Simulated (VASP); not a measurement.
# SnH5 (P-6m2) in VASP: further runs

Runs on SnH5. Level: PBE. Tasks: single point, relaxation of cell and atoms.

Everything below comes from runs of VASP 6.6.1. Logs are shortened: lines on timing, memory, paths and dates and some standing lists are left out, and cuts for length are marked.

## 1. The cell of the first run

The structure is hexagonal, space group P-6m2 (No. 187). Conventional cell: a = 3.494 Å, b = 3.494 Å, c = 5.660 Å, α = 90.00°, β = 90.00°, γ = 120.00°. Within 3.2 Å of Sn (site symmetry -6m2) lie 8 H at 2.45 to 2.75 Å. Within 1.3 Å of H (site symmetry 3m) lie 1 H at 0.96 Å. H (site symmetry 3m) has 1 H at 0.77 Å within 1.0 Å. H (site symmetry -6m2) has 2 H at 0.96 Å within 1.3 Å.

## 2. Single point, PBE

INCAR

```
SYSTEM = SnH5
PREC = Accurate ; ENCUT = 520
EDIFF = 1E-6 ; ISMEAR = 0
SIGMA = 0.1 ; LREAL = .FALSE.
LASPH = .TRUE. ; NELM = 60
ALGO = Normal ; ISIF = 2
LWAVE = .FALSE. ; LCHARG = .TRUE.
GGA = PE ; LELF = .TRUE.
LVHAR = .TRUE. ; NBANDS = 18
```

KPOINTS

```
regular mesh
0
G
  6 6 4
  0 0 0
```

POSCAR

```
SnH5
1.0
    3.4940462648      0.0000000000      0.0000000000
   -1.7470231324      3.0259328274      0.0000000000
    0.0000000000      0.0000000000      5.6596964781
Sn H
1 5
Direct
    0.3333333333      0.6666666667      0.0000000000
    0.6666666667      0.3333333333      0.6703386235
    0.3333333333      0.6666666667      0.5678102249
    0.6666666667      0.3333333333      0.5000000000
    0.3333333333      0.6666666667      0.4321897751
    0.6666666667      0.3333333333      0.3296613765
```

Potentials or basis: VASP PAW PBE potentials, release 64 (Sn_d, H).

The run is started by

```bash
cat potpaw_PBE.64/Sn_d/POTCAR potpaw_PBE.64/H/POTCAR > POTCAR
mpirun -np 1 vasp_std > vasp.out
```

OUTCAR:

```text
SYSTEM = SnH5
   PREC = Accurate
   ENCUT = 520
   EDIFF = 1E-6
   ISMEAR = 0
   LREAL = .FALSE.
   LASPH = .TRUE.
   NELM = 60
   ISIF = 2
   GGA = PE

 ion  position               nearest neighbor table
   1  0.333  0.667  0.000-
   2  0.667  0.333  0.670-
   3  0.333  0.667  0.568-   5 0.77
   4  0.667  0.333  0.500-
   5  0.333  0.667  0.432-   3 0.77
   6  0.667  0.333  0.330-

  LATTYP: Found a hexagonal cell.
 ALAT       =     3.4940462648
 C/A-ratio  =     1.6198115449

  Lattice vectors:

 A1 = (   3.4940462648,   0.0000000000,   0.0000000000)
 A2 = (  -1.7470231324,   3.0259328274,   0.0000000000)
 A3 = (   0.0000000000,   0.0000000000,   5.6596964781)

Analysis of symmetry for initial positions (statically):
=====================================================================
 Subroutine PRICEL returns:
 Original cell was already a primitive cell.

 Routine SETGRP: Setting up the symmetry group for a
 hexagonal supercell.

 Subroutine GETGRP returns: Found 12 space group operations
 (whereof 12 operations were pure point group operations)
 out of a pool of 24 trial point group operations.

The static configuration has the point symmetry D_3h.

Analysis of symmetry for dynamics (positions and initial velocities):
=====================================================================
 Subroutine PRICEL returns:
 Original cell was already a primitive cell.

 Routine SETGRP: Setting up the symmetry group for a
 hexagonal supercell.

 Subroutine GETGRP returns: Found 12 space group operations
 (whereof 12 operations were pure point group operations)
 out of a pool of 24 trial point group operations.

The dynamic configuration has the point symmetry D_3h.

 Subroutine INISYM returns: Found 12 space group operations
 (whereof 12 operations are pure point group operations),
 and found     1 'primitive' translations

----------------------------------------------------------------------------------------

                                     Primitive cell

  volume of cell :      59.8386

  direct lattice vectors                    reciprocal lattice vectors
     3.494046265  0.000000000  0.000000000     0.286201133  0.165238301  0.000000000
    -1.747023132  3.025932827  0.000000000     0.000000000  0.330476602  0.000000000
[... 91 lines left out ...]
   EDIFFG = 0.1E-04   stopping-criterion for IOM
   NSW    =      0    number of steps for IOM
   IBRION =     -1    ionic relax: 0-MD 1-quasi-New 2-CG
   NFREE  =      0    steps in history (QN), initial steepest desc. (CG)
   ISIF   =      2    stress and relaxation
   ISYM   =      2    0-nonsym 1-usesym 2-fastsym
   POTIM  = 0.5000    time-step for ionic-motion
   TEBEG  =    0.0;   TEEND  =   0.0 temperature during run
   PSTRESS=    0.0 pullay stress
   NELECT =      19.0000    total number of electrons
   NUPDOWN=      -1.0000    fix difference up-down
   EMIN   =  10.00;   EMAX   =-10.00  energy-range for DOS
   EFERMI =   0.00;   METHOD = LEGACY
   ISMEAR =     0;   SIGMA  =   0.10  broadening in eV -4-tet -1-fermi 0-gaus
   EFERMI_NEDOS =   21; number of points for ismear=-14 and -15
   IALGO  =     38    algorithm
   IMIX   =      4    mixing-type and parameters
     AMIX     =   0.40;   BMIX     =  1.00
     AMIX_MAG =   1.60;   BMIX_MAG =  1.00
  volume/ion in A,a.u.               =       9.97        67.30
  Fermi-wavevector in a.u.,A,eV,Ry     =   1.116861  2.110561 16.971605  1.247378
  Thomas-Fermi vector in A             =   2.253478
   LORBIT       =      0    0 simple, 1 ext, 2 COOP (PROOUT), +10 PAW based schemes
   GGA     = PE    functional components
   LHFCALC =     F    Hartree Fock is set to
   AEXX    =    0.0000 exact exchange contribution
   IVDW    =     0    specifies the selected vdW correction
   LEPSILON=     F    determine dielectric tensor
   LRPA    =     F    only Hartree local field effects (RPA)
 non-spin polarized calculation
 Gauss-broadening in eV      SIGMA  =   0.10
  energy-cutoff  :      520.00
  volume of cell :       59.84
 maximum number of plane-waves:      1653
 NGX is ok and might be reduce to    28
   NGX = 13   NGY = 13   NGZ = 21

 number of electron      19.0000005 magnetization

 Free energy of the ion-electron system (eV)
  ---------------------------------------------------
  ext. energy  EPLUGINS =         0.00000000
  ---------------------------------------------------
  free energy    TOTEN  =       -18.40278109 eV

  energy without entropy =      -18.40095960  energy(sigma->0) =      -18.40187035

 E-fermi :   2.7636     XC(G=0):  -8.7056

 val. band max:        2.6719927076   @ k =   0.5000   0.0000   0.2500
 cond. band min:       3.0433296755   @ k =   0.3333   0.1667   0.5000
 fundamental gap:      0.3713369679
 Fermi energy:         2.7635747530

 k-point     1 :       0.0000    0.0000    0.0000
  band No.  band energies     occupation
      1     -18.9681      2.00000
      2     -18.8731      2.00000
      3     -18.8731      2.00000
      4     -18.8710      2.00000
      5     -18.8710      2.00000
      6      -7.9086      2.00000
[... 418 lines left out ...]
      5     -18.8252      2.00000
      6      -4.3734      2.00000
[... 10 lines left out ...]
     17      14.1430      0.00000
     18      17.0353      0.00000

------------------------ aborting loop because EDIFF is reached ----------------------------------------

  FORCE on cell =-STRESS in cart. coord.  units (eV):
  Direction    XX          YY          ZZ          XY          YZ          ZX
  --------------------------------------------------------------------------------------
  -------------------------------------------------------------------------------------
  Total       -0.1070511     -0.1070511     -0.0646382      0.0000000     -0.0000000      0.0000000
  in kB       -2.8662937     -2.8662937     -1.7306882      0.0000000     -0.0000000      0.0000000
  external PRESSURE =      -2.4877585 kB  Pullay stress =       0.0000000 kB

 VOLUME and BASIS-vectors are now :
 -----------------------------------------------------------------------------
  energy-cutoff  :      520.00
  volume of cell :       59.84
      direct lattice vectors                 reciprocal lattice vectors
     3.494046265  0.000000000  0.000000000     0.286201133  0.165238301  0.000000000
    -1.747023132  3.025932827  0.000000000     0.000000000  0.330476602  0.000000000
     0.000000000  0.000000000  5.659696478     0.000000000  0.000000000  0.176687920

 POSITION                                       TOTAL-FORCE (eV/Angst)
 -----------------------------------------------------------------------------------
     -0.00000      2.01729      0.00000         0.000000     -0.000000     -0.000000
      1.74702      1.00864      3.79391        -0.000000      0.000000     -0.007241
     -0.00000      2.01729      3.21363         0.000000     -0.000000     -0.017509
      1.74702      1.00864      2.82985        -0.000000      0.000000     -0.000000
     -0.00000      2.01729      2.44606        -0.000000      0.000000      0.017509
      1.74702      1.00864      1.86578        -0.000000      0.000000      0.007241
 -----------------------------------------------------------------------------------
    total drift:                               -0.000000      0.000000     -0.000000

  FREE ENERGIE OF THE ION-ELECTRON SYSTEM (eV)
  ---------------------------------------------------
  free  energy   TOTEN  =       -18.4027810867 eV

  energy  without entropy=      -18.4009596049  energy(sigma->0) =      -18.40187035
```

It took 12 s on 1 thread of Intel Xeon 6975P-C (Granite Rapids), shared host; peak memory 0.18 GiB.

Results:

| Item | Value |
| --- | --- |
| Free energy | -18.4028 eV |
| Pressure | -0.2 GPa |
| Largest force | 0.018 eV/Å |

Forces in eV/Å, atoms in the order of the input:
```
Sn   0.000  0.000  0.000
H    0.000  0.000 -0.007
H    0.000  0.000 -0.018
H    0.000  0.000  0.000
H    0.000  0.000  0.018
H    0.000  0.000  0.007
```

Levels at points of the mesh, in eV from the Fermi level:
```csv
k point,band 7,band 8,band 9,band 10,band 11,band 12
"(0.00, 0.00, 0.00)",-7.25,-4.23,-3.14,4.60,5.97,5.97
"(0.50, 0.00, 0.00)",-6.44,-4.56,-2.30,-1.70,0.83,3.18
"(0.00, 0.00, 0.50)",-9.20,-3.16,-0.14,0.32,6.11,6.11
"(0.50, 0.00, 0.50)",-6.05,-5.97,-3.74,1.45,2.54,3.34
```

Caveat: spin-orbit coupling is left out, which moves the levels of the heavy elements.

## 3. Relaxation of cell and atoms, PBE

This run uses another cell than the first one, of 13.41 Å³/atom, 1.345 times its volume.

INCAR

```
SYSTEM = SnH5
ALGO = Normal
EDIFF = 1E-7
EDIFFG = -0.04
ENCUT = 600
GGA = PE
IBRION = 2
ISIF = 3
ISMEAR = 0
LASPH = .True.
LCHARG = .False.
LREAL = .False.
LWAVE = .False.
NELM = 100
NSW = 90
PREC = Accurate
SIGMA = 0.1
```

KPOINTS

```
k-points
0
Gamma
  6 6 2
  0 0 0
```

POSCAR

```
SnH5
1.0
    2.6255880400      0.0000000000      0.0000000000
   -1.3127940200      2.2738259400      0.0000000000
    0.0000000000      0.0000000000     13.4769228700
Sn H
1 5
Direct
    0.3333333300      0.6666666700      0.0000000000
    0.6666666700      0.3333333300      0.8184250000
    0.3333333300      0.6666666700      0.6598208500
    0.6666666700      0.3333333300      0.5000000000
    0.3333333300      0.6666666700      0.3401791500
    0.6666666700      0.3333333300      0.1815750000
```

Potentials or basis: VASP PAW PBE potentials, release 64 (Sn_d, H).

The run is started by

```bash
cat potpaw_PBE.64/Sn_d/POTCAR potpaw_PBE.64/H/POTCAR > POTCAR
mpirun -np 1 vasp_std > vasp.out
```

Wall time 4.5 min (1 thread of Intel Xeon 6975P-C (Granite Rapids), shared host); peak memory 0.27 GiB.

The run converged. Its results:

```
Free energy                            : -18.3068 eV
Relaxed volume                         : 9.86 Å³/atom
Relaxed cell                           : a = 3.571 Å, b = 3.571 Å, c = 5.357 Å, α = 90.00°, β = 90.00°, γ = 120.00°
Space group after relaxing (to 0.05 Å) : P-6m2 (No. 187)
Energy gained by relaxing              : 1730.0 meV/atom
Ionic steps                            : 33
Pressure after relaxing                : 0.0 GPa
Largest force after relaxing           : 0.033 eV/Å
```

Forces in eV/Å, atoms in the order of the input:
```
Sn   0.000  0.000  0.000
H    0.000  0.000  0.018
H    0.000  0.000 -0.033
H    0.000  0.000  0.000
H    0.000  0.000  0.033
H    0.000  0.000 -0.018
```

Stress tensor (GPa, compression positive):
```
-0.05  0.00  0.00
 0.00 -0.05  0.00
 0.00  0.00  0.17
```

The path:
```tsv
step	energy change (eV)	largest force (eV/Å)	pressure (GPa)	volume (Å³)
1	0.0000	0.6491	6.00	80.46
2	-1.3708	0.4806	-1.99	85.94
3	-2.6823	0.6356	-7.16	93.47
4	-2.9099	0.5944	-7.88	95.49
5	-3.7942	0.5072	-7.04	83.21
6	-5.7265	1.9585	9.97	47.80
7	-6.2185	1.6831	16.34	45.21
8	-1.6150	3.2906	86.25	35.61
9	-6.1628	1.8423	20.80	44.12
10	-6.2378	2.7551	26.14	42.67
11	-6.8848	3.0288	23.97	43.56
12	-6.9977	1.7052	25.57	44.29
13	-7.0386	2.3889	24.46	44.10
14	-7.8377	1.7972	16.02	47.30
15	-7.9935	6.5565	11.22	51.52
16	-8.0822	2.8172	12.50	49.68
17	-8.7421	1.7957	3.75	53.66
18	-8.9466	1.6926	-1.18	56.94
19	-8.9667	1.6650	-2.53	58.13
20	-9.2542	1.6284	-3.39	59.74
21	-9.7997	2.4579	-3.05	64.71
22	-9.9861	1.6752	-3.52	65.53
23	-10.2492	0.4487	-3.76	67.45
24	-10.2617	0.1348	-3.52	68.15
25	-10.2637	0.1300	-3.60	67.94
26	-10.2833	0.0747	-3.25	67.08
27	-10.3279	0.3561	-2.04	64.52
28	-10.3447	0.9925	1.06	59.60
29	-10.3507	0.7559	-0.14	61.32
30	-10.3661	0.3083	-0.12	60.55
31	-10.3721	0.2644	-0.05	59.67
32	-10.3754	0.2005	-0.04	59.54
33	-10.3802	0.0325	0.02	59.15
```

Final structure:
```yaml
crystal:
  lattice:
    - [3.57061, 0.00000, 0.00000]
    - [-1.78531, 3.09224, 0.00000]
    - [0.00000, 0.00000, 5.35745]
  atoms:
    - { symbol: Sn, position: [0.33333, 0.66667, 0.00000] }
    - { symbol: H, position: [0.66667, 0.33333, 0.68101] }
    - { symbol: H, position: [0.33333, 0.66667, 0.57268] }
    - { symbol: H, position: [0.66667, 0.33333, 0.50000] }
    - { symbol: H, position: [0.33333, 0.66667, 0.42732] }
    - { symbol: H, position: [0.66667, 0.33333, 0.31899] }
```

Levels at points of the mesh, in eV from the Fermi level:
| k point | band 7 | band 8 | band 9 | band 10 | band 11 | band 12 |
| --- | --- | --- | --- | --- | --- | --- |
| (0.00, 0.00, 0.00) | -6.98 | -4.61 | -4.15 | 4.15 | 5.11 | 5.11 |
| (0.50, 0.00, 0.00) | -7.22 | -4.61 | -2.26 | -2.24 | 0.21 | 2.54 |
| (0.00, 0.00, 0.50) | -9.41 | -4.16 | 0.06 | 0.78 | 5.33 | 5.33 |
| (0.50, 0.00, 0.50) | -6.79 | -6.51 | -4.14 | 1.52 | 2.67 | 2.79 |

Caveat: the k points lie up to 0.59 Å⁻¹ apart in the final cell; the volume moved by over 15 % at a fixed basis, so the end points are rough; spin-orbit coupling is left out, which moves the levels of the heavy elements.
